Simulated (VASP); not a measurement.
Here is a VASP 6.6.1 calculation.

Contents of INCAR:

```
SYSTEM = ZnSe
  PREC = Accurate
  ENCUT = 520
  EDIFF = 1E-6
  ISMEAR = 0
  SIGMA = 0.05
  LREAL = .False.
  LASPH = .True.
  NELM = 100
  ALGO = Normal
  ISIF = 2
  LWAVE = .False.
  LCHARG = .False.
  GGA = PE
  NBANDS = 16
```

Contents of KPOINTS:

```
Automatic mesh
0
Gamma
  12 12 12
  0 0 0
```

File POSCAR:

```
ZnSe
1.0
    0.0000000000      2.5324624606      2.5324624606
    2.5324624606      0.0000000000      2.5324624606
    2.5324624606      2.5324624606      0.0000000000
Se Zn
1 1
Direct
    0.0000000000      0.0000000000      0.0000000000
    0.5000000000      0.5000000000      0.5000000000
```

Potentials or basis: VASP PAW PBE potentials, release 64 (Se, Zn).

The run is started by

```console
$ cat potpaw_PBE.64/Se/POTCAR potpaw_PBE.64/Zn/POTCAR > POTCAR
$ mpirun -np 1 vasp_std > vasp.out
```

**Question.** Predict the band gap on the k mesh.

**Answer.** Zero (band 9 reaches 5.00 eV, above the bottom of band 10 at 3.83 eV).

**Question.** Predict the pressure.

**Answer.** 18.8 GPa.
